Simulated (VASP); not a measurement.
ZrS2, 3 atoms in the cell. Symmetry: P-3m1, No. 164, trigonal system. The conventional cell has a = 3.711 Å, b = 3.711 Å, c = 5.828 Å, α = 90.00°, β = 90.00°, γ = 120.00°. Zr (site symmetry -3m) has 6 S at 2.57 Å within 3.4 Å. S (site symmetry 3m) has 3 Zr at 2.57 Å within 3.4 Å.  This cell differs from its parent crystal: epitaxial xy strain +1.0%.

- Program: VASP 6.6.1
- Task: single point
- Functional: HSE06
- Potentials or basis: VASP PAW PBE potentials, release 64 (Zr_sv, S)
- Cutoff: 400 eV
- k mesh: 6 × 6 × 4
- Occupations: gaussian, width 0.01 eV
- Spin: no spin polarisation
- Dipole correction: no
- Grid for exact exchange (PRECFOCK): Normal
- Further INCAR settings: ALGO = Normal; EDIFF = 1e-06; NBANDS = 19
- Share of exact exchange: 0.25
- Screening parameter: 0.2079 1/Å

Potentials or basis: VASP PAW PBE potentials, release 64 (Zr_sv, S).

Command:

```sh
$ cat potpaw_PBE.64/Zr_sv/POTCAR potpaw_PBE.64/S/POTCAR > POTCAR
$ cp INCAR.step1 INCAR
$ mpirun -np 1 vasp_std > vasp.out
$ cp INCAR.step2 INCAR
$ mpirun -np 1 vasp_std > vasp.out
```

Hardware: 1 thread of Intel(R) Xeon(R) Platinum 8488C (Sapphire Rapids) (shared host).

Question: How long does it take, and how much memory?

Answer: Run time: 45 min on 1 thread of Intel(R) Xeon(R) Platinum 8488C (Sapphire Rapids) (shared host), peak memory 0.28 GiB. Counts: k points 24.
